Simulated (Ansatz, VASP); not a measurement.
## Two plane-wave programs on AlCo4

```xyz
5
Lattice="1.2893 0.7444 9.9744 -1.2893 0.7444 9.9744 0.0000 -1.4888 9.9744" Properties=species:S:1:pos:R:3 pbc="T T T"
Al    0.0000    0.0000    0.0000
Co    0.0000    0.0000   17.9196
Co    0.0000    0.0000    5.9942
Co    0.0000    0.0000   23.9289
Co    0.0000    0.0000   12.0035
```

Alike in both runs: task single point; functional PBE; k mesh 6 × 6 × 6; occupations gaussian, width 0.1 eV; collinear spin.

|  | VASP | Ansatz |
| --- | --- | --- |
| version | VASP 6.6.1 | Ansatz 0.2.0 |
| potentials or method | VASP PAW PBE potentials, release 64 (Al, Co), cutoff 520 eV | scalar-relativistic, plane waves, PAW |
| valence electrons in the cell | 39 | 71 |

VASP gave:

| Quantity | Value |
| --- | --- |
| gap on the k mesh at the Fermi level (eV) | none |
| pressure (GPa) | -0.9 |
| traceless stress, the component that is largest in VASP (GPa) | 2.36 |
| rms of the force components (eV/Å) | 0.022 |
| net moment per atom (μB) | 1.14 |
| size of the moment on the site where the two differ most (μB) | 1.65 |

Problem. Which values does Ansatz return?

Solution. gap on the k mesh at the Fermi level (eV): none; pressure (GPa): -0.7; traceless stress, the component that is largest in VASP (GPa): 2.61; rms of the force components (eV/Å): 0.022; net moment per atom (μB): 1.14; size of the moment on the site where the two differ most (μB): 1.70.

Site moments also hang on the region over which each program counts them. Atom by atom the forces differ by 0.009 eV/Å (rms over components). A gap of «none» marks a metal or a gap that the smearing closes. VASP's potentials hold 39 valence electrons a cell and Ansatz's 71, so a difference there can come from the potentials and not from the codes.

The k mesh is coarse, so the values compare programs but aren't converged.
